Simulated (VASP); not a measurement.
# Te2Mo (Fm-3m) in VASP: single point with PBEsol+U

Aim: the single point of Te2Mo with PBEsol+U.

All numbers are computed with VASP 6.6.1; they aren't measurements. Logs are shortened: lines on timing, memory, paths and dates and some standing lists are left out, and cuts for length are marked.

## (1) The cell of the first run

It takes space group Fm-3m (No. 225, cubic). The conventional cell has a = 6.759 Å, b = 6.759 Å, c = 6.759 Å, α = 90.00°, β = 90.00°, γ = 90.00°. Within 3.9 Å of Mo (site symmetry m-3m) lie 8 Te at 2.93 Å. Te (site symmetry -43m) has 4 Mo at 2.93 Å and 6 Te at 3.38 Å within 3.9 Å.

## (2) Single point, PBEsol+U, collinear spin

Contents of INCAR:

```
ALGO     = Normal         # electronic algorithm
EDIFF    = 1E-6           # SCF threshold, eV
ENCUT    = 520            # plane-wave cutoff, eV
GGA      = PS             # functional
ISIF     = 2              # what is computed and relaxed
ISMEAR   = 0              # smearing method
ISPIN    = 2              # spin polarisation
LASPH    = T              # aspherical terms in the spheres
LCHARG   = F              # write CHGCAR
LDAU     = T              # DFT+U
LDAUJ    = 0 0          
LDAUL    = 2 -1           # shell
LDAUPRINT= 1            
LDAUTYPE = 2            
LDAUU    = 1 0            # U, eV
LMAXMIX  = 4              # l up to which the mixer works
LORBIT   = 11             # projections on sites
LREAL    = F              # projectors in reciprocal space
LWAVE    = F              # write WAVECAR
MAGMOM   = 1.92 1.92 -0.07 -0.07 -0.07 -0.07 # initial moments
NBANDS   = 39             # bands
NELM     = 150            # most SCF steps
NUPDOWN  = 4.0            # fixed moment
PREC     = Accurate       # precision mode
SIGMA    = 0.05           # smearing width, eV
```

Contents of KPOINTS:

```
k-points
0
Gamma
  5 5 5
```

Contents of POSCAR:

```
Te2Mo
1.0
    0.0000000000      3.3794332000      3.3794332000
    6.7588664000      3.3794332000      3.3794332000
    6.7588664000      6.7588664000      0.0000000000
Mo Te
2 4
Direct
    0.0000000000      0.0000000000      0.0000000000
    0.0000000000      0.0000000000      0.5000000000
    0.2500000000      0.2500000000      0.0000000000
    0.7500000000      0.7500000000      0.0000000000
    0.2500000000      0.2500000000      0.5000000000
    0.7500000000      0.7500000000      0.5000000000
```

Potentials or basis: VASP PAW PBE potentials, release 64 (Mo_sv, Te).

The run is started by

```sh
$ cat potpaw_PBE.64/Mo_sv/POTCAR potpaw_PBE.64/Te/POTCAR > POTCAR
$ mpirun -np 1 vasp_std > vasp.out
```

OUTCAR:

```text
EDIFF = 1E-6
   ENCUT = 520
   GGA = PS
   ISIF = 2
   ISMEAR = 0
   ISPIN = 2
   LASPH = T
   LORBIT = 11
   LREAL = F
   NELM = 150
   NUPDOWN = 4.0
   PREC = Accurate

 ion  position               nearest neighbor table
   1  0.000  0.000  0.000-   4 2.93   6 2.93   3 2.93   4 2.93   6 2.93   5 2.93   5 2.93   3 2.93

   2  0.000  0.000  0.500-   6 2.93   4 2.93   4 2.93   5 2.93   6 2.93   3 2.93   3 2.93   5 2.93

   3  0.250  0.250  0.000-   1 2.93   2 2.93   1 2.93   2 2.93   6 3.38   4 3.38   6 3.38   4 3.38
                             6 3.38   6 3.38
   4  0.750  0.750  0.000-   1 2.93   2 2.93   2 2.93   1 2.93   3 3.38   5 3.38   5 3.38   3 3.38
                             5 3.38   5 3.38
   5  0.250  0.250  0.500-   2 2.93   1 2.93   1 2.93   2 2.93   4 3.38   4 3.38   6 3.38   6 3.38
                             4 3.38   4 3.38
   6  0.750  0.750  0.500-   2 2.93   1 2.93   1 2.93   2 2.93   3 3.38   5 3.38   3 3.38   5 3.38
                             3 3.38   3 3.38

  LATTYP: Found a simple tetragonal cell.
 ALAT       =     4.7792402646
 C/A-ratio  =     1.4142135624

  Lattice vectors:

 A1 = (   0.0000000000,  -3.3794332000,   3.3794332000)
 A2 = (   0.0000000000,  -3.3794332000,  -3.3794332000)
 A3 = (   6.7588664000,   0.0000000000,   0.0000000000)

Analysis of symmetry for initial positions (statically):
=====================================================================
 Subroutine PRICEL returns following result:

  LATTYP: Found a face centered cubic cell.
 ALAT       =     6.7588664000
[... 12 lines left out ...]
 Subroutine GETGRP returns: Found 16 space group operations
 (whereof 16 operations were pure point group operations)
 out of a pool of 16 trial point group operations.

The static configuration has the point symmetry D_4h.

Analysis of symmetry for dynamics (positions and initial velocities):
=====================================================================
 Subroutine PRICEL returns following result:

  LATTYP: Found a face centered cubic cell.
 ALAT       =     6.7588664000
[... 12 lines left out ...]
 Subroutine GETGRP returns: Found 16 space group operations
 (whereof 16 operations were pure point group operations)
 out of a pool of 16 trial point group operations.

The dynamic configuration has the point symmetry D_4h.

Analysis of structural, dynamic, and magnetic symmetry:
=====================================================================
 Subroutine PRICEL returns following result:

  LATTYP: Found a face centered cubic cell.
 ALAT       =     6.7588664000
[... 12 lines left out ...]
 Subroutine GETGRP returns: Found 16 space group operations
[... 205 lines left out ...]

 number of electron      52.0000000 magnetization       3.9999093

 Free energy of the ion-electron system (eV)
  ---------------------------------------------------
  ext. energy  EPLUGINS =         0.00000000
  ---------------------------------------------------
  free energy    TOTEN  =       -34.15287742 eV

  energy without entropy =      -34.14514089  energy(sigma->0) =      -34.14900916

 E-fermi :   8.3880     XC(G=0): -10.4446

 val. band max:        8.5893357703   @ k =   0.0000   0.0000   0.2000
 cond. band min:       8.3903418108   @ k =   0.2000   0.0000   0.2000
 fundamental gap:     -0.1989939595
 Fermi energy:         8.6149667598

 spin component 1

 k-point     1 :       0.0000    0.0000    0.0000
  band No.  band energies     occupation
      1     -53.3645      1.00000
      2     -53.3642      1.00000
      3     -27.5483      1.00000
      4     -27.5407      1.00000
      5     -27.5283      1.00000
      6     -27.5283      1.00000
[... 727 lines left out ...]
     37      13.6959      0.00000
     38      13.7056      0.00000
 Fermi energy:         8.3880240513

 spin component 2

 k-point     1 :       0.0000    0.0000    0.0000
  band No.  band energies     occupation
      1     -52.2585      1.00000
      2     -52.2582      1.00000
      3     -26.3193      1.00000
      4     -26.3172      1.00000
      5     -26.3172      1.00000
      6     -26.3144      1.00000
[... 727 lines left out ...]
     37      14.1816      0.00000
     38      14.1816      0.00000
 [bands above 38 left out]

------------------------ aborting loop because EDIFF is reached ----------------------------------------

  FORCE on cell =-STRESS in cart. coord.  units (eV):
  Direction    XX          YY          ZZ          XY          YZ          ZX
  --------------------------------------------------------------------------------------
  -------------------------------------------------------------------------------------
  Total       -1.9912392     -2.1580310     -2.1580310     -0.0000000      0.0000000      0.0000000
  in kB      -20.6653343    -22.3963205    -22.3963205     -0.0000000      0.0000000      0.0000000
  external PRESSURE =     -21.8193251 kB  Pullay stress =       0.0000000 kB

 VOLUME and BASIS-vectors are now :
 -----------------------------------------------------------------------------
  energy-cutoff  :      520.00
  volume of cell :      154.38
      direct lattice vectors                 reciprocal lattice vectors
     0.000000000  3.379433200  3.379433200    -0.147953805  0.147953805  0.147953805
     6.758866400  3.379433200  3.379433200     0.147953805 -0.147953805  0.147953805
     6.758866400  6.758866400  0.000000000     0.000000000  0.147953805 -0.147953805

 POSITION                                       TOTAL-FORCE (eV/Angst)
 -----------------------------------------------------------------------------------
      0.00000      0.00000      0.00000         0.000000     -0.000000     -0.000000
      3.37943      3.37943      0.00000         0.000000     -0.000000     -0.000000
      1.68972      1.68972      1.68972        -0.000000     -0.000000     -0.000000
      5.06915      5.06915      5.06915        -0.000000      0.000000      0.000000
      5.06915      5.06915      1.68972        -0.000000     -0.000000     -0.000000
      8.44858      8.44858      5.06915         0.000000      0.000000      0.000000
 -----------------------------------------------------------------------------------
    total drift:                               -0.000000      0.000000      0.000000

  FREE ENERGIE OF THE ION-ELECTRON SYSTEM (eV)
  ---------------------------------------------------
  free  energy   TOTEN  =       -34.1528774233 eV

  energy  without entropy=      -34.1451408887  energy(sigma->0) =      -34.14900916

 total charge

# of ion       s       p       d       tot
------------------------------------------
    1        2.239   6.105   3.858  12.202
    2        2.239   6.105   3.858  12.202
    3        1.398   1.906   0.064   3.368
    4        1.398   1.906   0.064   3.368
    5        1.398   1.906   0.064   3.368
    6        1.398   1.906   0.064   3.368
--------------------------------------------------
tot         10.071  19.835   7.971  37.877

 magnetization (x)

# of ion       s       p       d       tot
------------------------------------------
    1        0.025   0.029   1.721   1.775
    2        0.025   0.029   1.721   1.775
    3        0.004  -0.058   0.008  -0.046
    4        0.004  -0.058   0.008  -0.046
    5        0.004  -0.058   0.008  -0.046
    6        0.004  -0.058   0.008  -0.046
--------------------------------------------------
tot          0.066  -0.173   3.473   3.366
```

OSZICAR:

```text
N       E                     dE             d eps       ncg     rms          rms(c)
DAV:   1     0.365747793767E+03    0.36575E+03   -0.24609E+04  3136   0.118E+03
DAV:   2    -0.142187186334E+02   -0.37997E+03   -0.36389E+03  3350   0.294E+02
DAV:   3    -0.341316476881E+02   -0.19913E+02   -0.19269E+02  3570   0.569E+01
DAV:   4    -0.345630558229E+02   -0.43141E+00   -0.42973E+00  3269   0.826E+00
DAV:   5    -0.345748810485E+02   -0.11825E-01   -0.11823E-01  3692   0.137E+00    0.197E+01
DAV:   6    -0.345752299540E+02   -0.34891E-03   -0.74319E+00  3001   0.133E+01    0.111E+01
DAV:   7    -0.342624046276E+02    0.31283E+00   -0.20744E+00  2949   0.750E+00    0.688E+00
DAV:   8    -0.341485647091E+02    0.11384E+00   -0.29091E-01  3130   0.269E+00    0.322E+00
DAV:   9    -0.341528300424E+02   -0.42653E-02   -0.27704E-02  3240   0.737E-01    0.840E-01
DAV:  10    -0.341527154295E+02    0.11461E-03   -0.11172E-03  3430   0.181E-01    0.425E-01
DAV:  11    -0.341527634884E+02   -0.48059E-04   -0.10664E-03  3148   0.163E-01    0.113E-01
DAV:  12    -0.341528648215E+02   -0.10133E-03   -0.17373E-04  3301   0.725E-02    0.327E-02
DAV:  13    -0.341528677014E+02   -0.28799E-05   -0.14165E-05  3247   0.229E-02    0.175E-02
DAV:  14    -0.341528744497E+02   -0.67483E-05   -0.72540E-06  3175   0.134E-02    0.857E-03
DAV:  15    -0.341528770886E+02   -0.26389E-05   -0.20673E-06  2901   0.541E-03    0.516E-03
DAV:  16    -0.341528774233E+02   -0.33471E-06   -0.16257E-07  2021   0.154E-03
   1 F= -.34152877E+02 E0= -.34149009E+02  d E =-.773653E-02  mag=     3.9999
```

stdout:

```text
POSCAR found type information on POSCAR MoTe
 POSCAR found :  2 types and       6 ions
 scaLAPACK will be used
 -----------------------------------------------------------------------------
|                                                                             |
|                                                                             |
|     You enforced a specific xc type in the INCAR file but a different       |
|     I HOPE YOU KNOW WHAT YOU ARE DOING!                                     |
|                                                                             |
 -----------------------------------------------------------------------------

 LDA part: xc-table for (Slater+PW92), standard interpolation
 POSCAR, INCAR and KPOINTS ok, starting setup
 FFT: planning ... GRIDC
 FFT: planning ... GRID_SOFT
 FFT: planning ... GRID
 WAVECAR not read
 entering main loop
```

Wall time 6 min (1 thread of Intel Xeon Platinum 8375C at 2.90GHz (Ice Lake), shared host); peak memory 0.59 GiB.

Results:

| Item | Value |
| --- | --- |
| Free energy | -34.1529 eV |
| Pressure | -2.2 GPa |
| Net moment | 4.00 μB per cell |
| Site moments | Mo +1.77; Te -0.05 μB |
| Valence electrons inside the program's atomic spheres | Mo 12.20; Te 3.37 |

Stress tensor (GPa, compression positive):
```
-2.07  0.00  0.00
 0.00 -2.24  0.00
 0.00  0.00 -2.24
```

Eigenvalues of the final occupation matrices:
| site | spin | trace | eigenvalues |
| --- | --- | --- | --- |
| site 1 d | 1 | 2.82 | 0.45 0.46 0.46 0.72 0.73 |
| site 1 d | 2 | 1.08 | 0.10 0.11 0.29 0.29 0.30 |
| site 2 d | 1 | 2.82 | 0.45 0.46 0.46 0.72 0.73 |
| site 2 d | 2 | 1.08 | 0.10 0.11 0.29 0.29 0.30 |

Caveat: the PAW data sets were made with another functional, which shifts forces and pressure a little; spin-orbit coupling is left out, which moves the levels of the heavy elements; the total moment is fixed, so each spin has its own Fermi level; the U is typed as a test and isn't derived for this compound.
